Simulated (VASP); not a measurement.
A run of VASP 6.6.1 is set up as follows.

File INCAR:

```
SYSTEM = SiO2
PREC = Accurate
ENCUT = 520
EDIFF = 1E-7
ISMEAR = 0
SIGMA = 0.05
LREAL = .False.
LASPH = .True.
NELM = 100
ALGO = Normal
ISIF = 2
LWAVE = .False.
LCHARG = .True.
GGA = PE
LELF = .True.
LVHAR = .True.
NBANDS = 25
```

Contents of KPOINTS:

```
Automatic mesh
0
Gamma
  6 6 8
  0 0 0
```

File POSCAR:

```
SiO2
1.0
    4.2358788266      0.0000000000      0.0000000000
    0.0000000000      4.5323903445      0.0000000000
    0.0000000000      0.0000000000      2.6897743046
Si O
2 4
Direct
    0.5000000000      0.5000000000      0.5000000000
    0.0000000000      0.0000000000      0.0000000000
    0.7116424844      0.6743831010      0.0000000000
    0.2116424844      0.8256168990      0.5000000000
    0.2883575156      0.3256168990      0.0000000000
    0.7883575156      0.1743831010      0.5000000000
```

Potentials or basis: VASP PAW PBE potentials, release 64 (Si, O).

Run with:

```console
$ cat potpaw_PBE.64/Si/POTCAR potpaw_PBE.64/O/POTCAR > POTCAR
$ mpirun -np 1 vasp_std > vasp.out
```

Predict the pressure.

-16.1 GPa.

Predict the band gap on the k mesh.

4.23 eV, direct.

Predict the largest force.

0.726 eV/Å.

Forces on the atoms (eV/Å):
```
Si   0.000  0.000  0.000
Si   0.000  0.000  0.000
O   -0.644 -0.336  0.000
O   -0.644  0.336  0.000
O    0.644  0.336  0.000
O    0.644 -0.336  0.000
```

Caveat: the cell differs from its parent crystal (mode 4 frozen in at +0.112 Å, normal strain along y +0.0700). A k mesh can miss the band edges.
